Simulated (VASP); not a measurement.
# InP (F-43m) in VASP: further runs, part 2 of 2

VASP 6.6.1. The steps go on from the part before.

### 3 Single point, LDA

This run uses another cell than the first one, of 24.48 Å³/atom, 0.990 times its volume.

File INCAR:

```
PREC     = Accurate       # precision mode
ENCUT    = 520            # plane-wave cutoff, eV
EDIFF    = 1E-7           # SCF threshold, eV
ISMEAR   = -1             # smearing method
SIGMA    = 0.02           # smearing width, eV
LREAL    = False          # projectors in reciprocal space
LASPH    = True           # aspherical terms in the spheres
NELM     = 60             # most SCF steps
ALGO     = Normal         # electronic algorithm
ISIF     = 2              # what is computed and relaxed
LWAVE    = False          # write WAVECAR
LCHARG   = False          # write CHGCAR
GGA      = CA             # functional
NBANDS   = 16             # bands
```

File KPOINTS:

```
Automatic mesh
0
Gamma
  6 6 6
```

File POSCAR:

```
InP
1.0
    0.0000000000      2.9034970093      2.9034970093
    2.9034970093      0.0000000000      2.9034970093
    2.9034970093      2.9034970093      0.0000000000
In P
1 1
Direct
    0.0000000000      0.0000000000      0.0000000000
    0.2500000000      0.2500000000      0.2500000000
```

Potentials or basis: VASP PAW LDA potentials, release 64 (In_d, P).

Started as:

```sh
cat potpaw_LDA.64/In_d/POTCAR potpaw_LDA.64/P/POTCAR > POTCAR
mpirun -np 1 vasp_std > vasp.out
```

OUTCAR:

```text
PREC = Accurate
   ENCUT = 520
   EDIFF = 1E-7
   ISMEAR = -1
   LREAL = False
   LASPH = True
   NELM = 60
   ISIF = 2
   GGA = CA

 ion  position               nearest neighbor table
   1  0.000  0.000  0.000-   2 2.51   2 2.51   2 2.51   2 2.51
   2  0.250  0.250  0.250-   1 2.51   1 2.51   1 2.51   1 2.51

  LATTYP: Found a face centered cubic cell.
 ALAT       =     5.8069940186

  Lattice vectors:

 A1 = (   0.0000000000,   2.9034970093,   2.9034970093)
[... 478 lines left out ...]

------------------------ aborting loop because EDIFF is reached ----------------------------------------

  FORCE on cell =-STRESS in cart. coord.  units (eV):
  Direction    XX          YY          ZZ          XY          YZ          ZX
  --------------------------------------------------------------------------------------
  -------------------------------------------------------------------------------------
  Total        0.2313827      0.2313827      0.2313827      0.0000000     -0.0000000      0.0000000
  in kB        7.5726400      7.5726400      7.5726400      0.0000000     -0.0000000      0.0000000
  external PRESSURE =       7.5726400 kB  Pullay stress =       0.0000000 kB

 VOLUME and BASIS-vectors are now :
 -----------------------------------------------------------------------------
  energy-cutoff  :      520.00
  volume of cell :       48.95
      direct lattice vectors                 reciprocal lattice vectors
     0.000000000  2.903497009  2.903497009    -0.172206136  0.172206136  0.172206136
     2.903497009  0.000000000  2.903497009     0.172206136 -0.172206136  0.172206136
     2.903497009  2.903497009  0.000000000     0.172206136  0.172206136 -0.172206136

 POSITION                                       TOTAL-FORCE (eV/Angst)
 -----------------------------------------------------------------------------------
      0.00000      0.00000      0.00000        -0.000000      0.000000     -0.000000
      1.45175      1.45175      1.45175         0.000000     -0.000000      0.000000
 -----------------------------------------------------------------------------------
    total drift:                               -0.000000     -0.000000      0.000000

  FREE ENERGIE OF THE ION-ELECTRON SYSTEM (eV)
  ---------------------------------------------------
  free  energy   TOTEN  =        -9.6583408790 eV

  energy  without entropy=       -9.6583408782  energy(sigma->0) =       -9.65834088
```

stdout:

```text
POSCAR found type information on POSCAR InP
 POSCAR found :  2 types and       2 ions
 scaLAPACK will be used
 LDA part: xc-table for (Slater(with rela. corr.)+CA(PZ))
 , standard interpolation
 POSCAR, INCAR and KPOINTS ok, starting setup
 FFT: planning ... GRIDC
 FFT: planning ... GRID_SOFT
 FFT: planning ... GRID
 WAVECAR not read
 entering main loop
```

Wall time 9 s (1 thread of AMD EPYC 7R13 (Zen 3), shared host); peak memory 0.12 GiB.

What came out:

```yaml
Free_energy: -9.6583 eV
Pressure: 0.8 GPa
Band_gap_on_the_k_mesh: 0.66 eV, direct
```

Caveat: spin-orbit coupling is left out, which moves the levels of the heavy elements.

### 4 Single point, LDA

File INCAR:

```
SYSTEM = InP
PREC = Accurate
ENCUT = 520
EDIFF = 1E-7
ISMEAR = -1
SIGMA = 0.02
LREAL = .FALSE.
LASPH = .TRUE.
NELM = 60
ALGO = Normal
ISIF = 2
LWAVE = .FALSE.
LCHARG = .FALSE.
NBANDS = 16
```

File KPOINTS:

```
regular mesh
0
G
  6 6 6
  0 0 0
```

File POSCAR:

```
InP
1.0
    0.0000000000      2.9132403609      2.9132403609
    2.9132403609      0.0000000000      2.9132403609
    2.9132403609      2.9132403609      0.0000000000
In P
1 1
Direct
    0.0000000000      0.0000000000      0.0000000000
    0.2500000000      0.2500000000      0.2500000000
```

Started as:

```sh
cat potpaw_LDA.64/In_d/POTCAR potpaw_LDA.64/P/POTCAR > POTCAR
mpirun -np 1 vasp_std > vasp.out
```

It took 9.1 s on 1 thread of AMD EPYC 7R13 (Zen 3), shared host; peak memory 0.12 GiB.

The run converged. Its results:

```
Free energy            : -9.6597 eV
Pressure               : 0.0 GPa
Band gap on the k mesh : 0.60 eV, direct
```

Levels at points of the mesh, in eV from the valence-band top:
```csv
k point,band 5,band 6,band 7,band 8,band 9,band 10,band 11,band 12,band 13,band 14
"(0.00, 0.00, 0.00)",-14.07,-11.67,0.00,0.00,0.00,0.60,3.96,3.96,3.96,8.36
"(0.50, 0.00, 0.00)",-14.06,-9.86,-5.93,-1.02,-1.02,1.36,4.70,4.70,6.92,9.31
"(0.50, 0.50, 0.00)",-14.03,-9.16,-5.94,-2.42,-2.42,1.56,2.12,9.10,9.55,9.55
```

Caveat: spin-orbit coupling is left out, which moves the levels of the heavy elements.

### 5 Single point, LDA

This run uses another cell than the first one, of 24.97 Å³/atom, 1.010 times its volume.

File INCAR:

```
PREC = Accurate
ENCUT = 520
EDIFF = 1E-6
ISMEAR = -1
SIGMA = 0.02
LREAL = F
LASPH = T
NELM = 100
ALGO = Normal
ISIF = 2
LWAVE = F
LCHARG = F
GGA = CA
NBANDS = 16
```

File KPOINTS:

```
regular mesh
0
Gamma
  6 6 6
```

File POSCAR:

```
InP
1.0
    0.0000000000      2.9229189714      2.9229189714
    2.9229189714      0.0000000000      2.9229189714
    2.9229189714      2.9229189714      0.0000000000
In P
1 1
Direct
    0.0000000000      0.0000000000      0.0000000000
    0.2500000000      0.2500000000      0.2500000000
```

Started as:

```sh
cat potpaw_LDA.64/In_d/POTCAR potpaw_LDA.64/P/POTCAR > POTCAR
mpirun -np 1 vasp_std > vasp.out
```

Wall time 10 s (1 thread of AMD EPYC 7R13 (Zen 3), shared host); peak memory 0.12 GiB.

Results (log left out):

| Item | Value |
| --- | --- |
| Free energy | -9.6589 eV |
| Pressure | -0.7 GPa |
| Band gap on the k mesh | 0.55 eV, direct |

Levels at points of the mesh, in eV from the valence-band top:
```
           k point  band 6  band 7  band 8  band 9  band 10  band 11  band 12  band 13
(0.00, 0.00, 0.00)  -11.60    0.00    0.00    0.00     0.55     3.96     3.96     3.96
(0.50, 0.00, 0.00)   -9.82   -5.88   -1.00   -1.00     1.34     4.70     4.70     6.90
(0.50, 0.50, 0.00)   -9.14   -5.90   -2.39   -2.39     1.58     2.12     9.04     9.48
```

Caveat: spin-orbit coupling is left out, which moves the levels of the heavy elements. A hybrid or GW would open this gap; LDA tends to underestimate it.

### 6 Relaxation of cell and atoms, LDA

File INCAR:

```
  PREC = Accurate
  ENCUT = 600
  EDIFF = 1E-6
  ISMEAR = -1
  SIGMA = 0.02
  LREAL = False
  LASPH = True
  NELM = 60
  ALGO = Normal
  ISIF = 3
  LWAVE = False
  LCHARG = False
  GGA = CA
  IBRION = 2
  NSW = 80
  EDIFFG = -0.03
```

File KPOINTS:

```
Automatic mesh
0
Gamma
  6 6 6
```

File POSCAR:

```
InP
1.0
    0.0000000000      2.9132403609      2.9132403609
    2.9132403609      0.0000000000      2.9132403609
    2.9132403609      2.9132403609      0.0000000000
In P
1 1
Direct
    0.0000000000      0.0000000000      0.0000000000
    0.2500000000      0.2500000000      0.2500000000
```

Potentials or basis: VASP PAW LDA potentials, release 64 (In_d, P).

Started as:

```sh
cat potpaw_LDA.64/In_d/POTCAR potpaw_LDA.64/P/POTCAR > POTCAR
mpirun -np 1 vasp_std > vasp.out
```

Wall time 12 s (1 thread of AMD EPYC 7R13 (Zen 3), shared host); peak memory 0.14 GiB.

Results (log left out):

```yaml
Free_energy: -9.6599 eV
Pressure_after_relaxing: 0.1 GPa
Band_gap_on_the_k_mesh: 0.60 eV, direct
```

Final structure:
```
In P
1.0
     0.00000    2.91324    2.91324
     2.91324    0.00000    2.91324
     2.91324    2.91324    0.00000
In P
1 1
Direct
  0.00000 0.00000 0.00000
  0.25000 0.25000 0.25000
```

Levels at points of the mesh, in eV from the valence-band top:
```csv
k point,band 6,band 7,band 8,band 9,band 10,band 11,band 12,band 13
"(0.00, 0.00, 0.00)",-11.67,0.00,0.00,0.00,0.60,3.96,3.96,3.96
"(0.50, 0.00, 0.00)",-9.86,-5.93,-1.02,-1.02,1.36,4.70,4.70,6.92
"(0.50, 0.50, 0.00)",-9.16,-5.94,-2.42,-2.42,1.56,2.12,9.10,9.55
```

Caveat: the relaxation stopped at its first step, so nothing moved; spin-orbit coupling is left out, which moves the levels of the heavy elements. Expect the measured gap to be larger: semilocal functionals such as LDA lack the derivative discontinuity.

### 7 Summary

| task | cell | cutoff (eV) | gap on the mesh (eV) | pressure (GPa) |
| --- | --- | --- | --- | --- |
| single point | a = 4.120 Å, angles 60.0°, 2 atoms | 520 | 0.60 | 0.0 |
| single point | a = 4.106 Å, angles 60.0°, 2 atoms | 520 | 0.66 | 0.8 |
| single point | a = 4.134 Å, angles 60.0°, 2 atoms | 520 | 0.55 | -0.7 |
| relaxation of cell and atoms | relaxed from a = 4.120 Å, angles 60.0°, 2 atoms | 600 | 0.60 | 0.1 |

Alike in all rows: level LDA; potentials or basis VASP PAW LDA potentials, release 64 (In_d, P); no spin polarisation; k mesh 6 × 6 × 6; smearing fermi-dirac 0.02 eV.

Caveats: spin-orbit coupling is left out, which moves the levels of the heavy elements; the relaxation stopped at its first step, so nothing moved (some runs).

Total energies depend on the potentials used, so only differences within one code and one set of settings carry meaning.
